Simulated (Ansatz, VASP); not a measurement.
**InSe in VASP and in Ansatz**

POSCAR

```
InSe
1.0
    2.0000000000      1.1547005384      8.4400000000
   -2.0000000000      1.1547005384      8.4400000000
    0.0000000000     -2.3094010768      8.4400000000
In Se
2 2
Direct
    0.8886000000      0.8886000000      0.8886000000
    0.0000000000      0.0000000000      0.0000000000
    0.1719000000      0.1719000000      0.1719000000
    0.3835000000      0.3835000000      0.3835000000
```

Contents of INCAR.step1:

```
SYSTEM = InSe
PREC = Accurate
ENCUT = 520
ISMEAR = -1
SIGMA = 0.05
LREAL = .False.
LASPH = .True.
NELM = 60
NBANDS = 27
GGA = PE
ALGO = Normal
EDIFF = 1E-4
LWAVE = .True.
LCHARG = .False.
```

The input INCAR.step2:

```
SYSTEM = InSe
PREC = Accurate
ENCUT = 520
EDIFF = 1E-6
ISMEAR = -1
SIGMA = 0.05
LREAL = .False.
LASPH = .True.
NELM = 60
ALGO = Normal
ISIF = 2
LWAVE = .False.
LCHARG = .True.
METAGGA = R2SCAN
LMIXTAU = .True.
LELF = .True.
LVHAR = .True.
NBANDS = 27
ISTART = 1
```

The input KPOINTS:

```
Automatic mesh
0
Gamma
  8 8 8
  0 0 0
```

The input input.yaml:

```yaml
crystal:
  lattice:
    - [2.0, 1.1547005384, 8.44]
    - [-2.0, 1.1547005384, 8.44]
    - [0.0, -2.3094010768, 8.44]
  atoms:
    - { symbol: In, position: [0.8886, 0.8886, 0.8886] }
    - { symbol: In, position: [0.0, 0.0, 0.0] }
    - { symbol: Se, position: [0.1719, 0.1719, 0.1719] }
    - { symbol: Se, position: [0.3835, 0.3835, 0.3835] }
hamiltonian:
  xc: r2scan
  pseudopotentials: { kind: paw }
kpoints:
  mp_grid: { grid: [8, 8, 8] }
  band_path:
    path:
      - [[0.0, 0.0, 0.0], [0.5, 0.0, 0.0], [0.5, 0.1791451724, -0.1791451724]]
      - [[0.8208548276, 0.5, 0.1791451724], [0.5, 0.5, 0.5], [0.0, 0.0, 0.0], [0.3395725862, 0.0, -0.3395725862]]
      - [[0.6604274138, 0.3395725862, 0.0], [0.5, 0.5, 0.0], [0.6604274138, 0.6604274138, 0.1791451724], [0.5, 0.5, 0.5]]
      - [[0.5, 0.0, 0.0], [0.8208548276, 0.3395725862, 0.3395725862]]
    npoints: 14
scf:
  occupations: { method: fermi_dirac, width: 0.05 }
  n_extra_bands: 10
output:
  forces: true
  stress: true
  eigenvalues: true
  fatbands: false
```

Alike in both runs: functional r2SCAN; k mesh 8 × 8 × 8; occupations fermi-dirac, width 0.05 eV; no spin polarisation.

```csv
,VASP,Ansatz
version,VASP 6.6.1,Ansatz 0.2.0
potentials or method,"VASP PAW PBE potentials, release 64 (In_d, Se)",Ansatz PAW
plane-wave cutoff (eV),520,500
valence electrons in the cell,38,58
task,single point,band structure
```

```csv
,VASP,Ansatz,Ansatz less VASP
gap on the k mesh at the Fermi level (eV),0.86,0.87,+0.009
least direct gap on the mesh (eV),0.86,0.87,+0.009
pressure (GPa),1.1,1.1,0.00
"traceless stress, the component that is largest in VASP (GPa)",-0.74,-0.75,-0.007
rms of the force components (eV/Å),0.100,0.095,-0.0051
```

VASP's potentials were made for PBE, not for r2SCAN. Atom by atom the forces differ by 0.007 eV/Å (rms over components). With one functional, cell and mesh, what is left measures potentials, basis and numerics. VASP's potentials hold 38 valence electrons a cell and Ansatz's 58, so a difference there can come from the potentials and not from the codes.
